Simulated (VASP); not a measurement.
Runs of VASP 6.6.1 on ZrGa3Ag. The structure is that of space group Pm-3m (No. 221), or close to it. The cells are those of the table. The cell was generated, and may not be a known phase.

```csv
task,cell,k mesh,cutoff (eV),gap on the mesh (eV),pressure (GPa),relaxed volume (Å³/atom)
single point,"a = 4.836 Å, 5 atoms",8 × 8 × 8,520,none,0.1,-
relaxation of cell and atoms,"relaxed from a = 4.464 Å, 5 atoms",4 × 4 × 4,600,none,0.0,22.52
relaxation of cell and atoms,"relaxed from a = 4.825 Å, 5 atoms",8 × 8 × 8,600,none,0.0,(a)
single point,"a = 4.825 Å, 5 atoms",4 × 4 × 4,520,none,0.1,-
```

Alike in all rows: level PBE; potentials or basis VASP PAW PBE potentials, release 64 (Zr_sv, Ga_d, Ag); no spin polarisation; smearing gaussian 0.1 eV.

Problem. Fill in the values left out.

Solution. (a) 22.64.

Caveats: the volume moved by over 15 % at a fixed basis, so the end points are rough (at least some runs).

A k mesh can miss the band edges, and the runs leave out spin-orbit coupling on Ag, Ga, Zr.

A gap of «none» marks levels without a gap at the run's occupations.
